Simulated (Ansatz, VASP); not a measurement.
# BN in VASP and in Ansatz

INCAR

```
SYSTEM = BN
  PREC = Accurate
  ENCUT = 600
  EDIFF = 1E-6
  ISMEAR = 0
  SIGMA = 0.01
  LREAL = .False.
  LASPH = .True.
  NELM = 120
  ALGO = Normal
  ISIF = 2
  LWAVE = .False.
  LCHARG = .True.
  GGA = CA
  LELF = .True.
  LVHAR = .True.
  NBANDS = 16
  GGA_COMPAT = .False.
```

File KPOINTS:

```
regular mesh
0
Gamma
  10 10 4
  0 0 0
```

File POSCAR:

```
BN
1.0
    2.4725029513      0.0000000000      0.0000000000
   -1.2362514756      2.1412503668      0.0000000000
    0.0000000000      0.0000000000      5.5951223264
B N
2 2
Direct
    0.3333333333      0.6666666667      0.2500000000
    0.6666666667      0.3333333333      0.7500000000
    0.3333333333      0.6666666667      0.7500000000
    0.6666666667      0.3333333333      0.2500000000
```

Input for Ansatz:

```yaml
crystal:
  lattice:
    - [2.4725029513, 0.0, 0.0]
    - [-1.23625147565, 2.14125036676, 0.0]
    - [0.0, 0.0, 5.59512232637]
  atoms:
    - { symbol: B, position: [0.333333333333, 0.666666666667, 0.25] }
    - { symbol: B, position: [0.666666666667, 0.333333333333, 0.75] }
    - { symbol: "N", position: [0.333333333333, 0.666666666667, 0.75] }
    - { symbol: "N", position: [0.666666666667, 0.333333333333, 0.25] }
kpoints:
  mp_grid: { grid: [10, 10, 4] }
scf:
  occupations: { method: fixed }
  convergence: { dr2_threshold: 1.0e-10 }
hamiltonian:
  xc: lda
  pseudopotentials: { kind: all_electron, lapw: { basis_error: 0.0005 } }
output:
  forces: true
  stress: true
  eigenstates:
    kpoints:
      - [0.0, 0.0, 0.0]
      - [0.5, -0.5, 0.0]
      - [0.0, 0.5, 0.0]
      - [0.5, 0.0, 0.0]
      - [-0.625, 0.3125, 0.0]
      - [-0.3125, -0.3125, 0.0]
      - [-0.3125, 0.625, 0.0]
      - [0.0, 0.0, -0.5]
      - [-0.5, 0.0, -0.5]
      - [-0.5, 0.5, -0.5]
      - [0.0, -0.5, -0.5]
  eigenvalues: true
```

Alike in both runs: task single point; functional LDA; k mesh 10 × 10 × 4; no spin polarisation.

|  | VASP | Ansatz |
| --- | --- | --- |
| version | VASP 6.6.1 | Ansatz 0.2.0 |
| potentials or method | VASP PAW LDA potentials, release 64 (B, N), cutoff 600 eV | all-electron LAPW, scalar-relativistic |
| occupations | gaussian, width 0.01 eV | fixed |

```tsv
	VASP	Ansatz	Ansatz less VASP
gap on the k mesh at the Fermi level (eV)	3.88	3.89	+0.011
pressure (GPa)	10.3	10.1	-0.20
traceless stress, the component that is largest in VASP (GPa)	-0.66	-0.20	+0.461
```

LDA's correlation is that of Perdew and Zunger in VASP and of Perdew and Wang (1992) in Ansatz. Ansatz ran all-electron here, and VASP with PAW potentials.
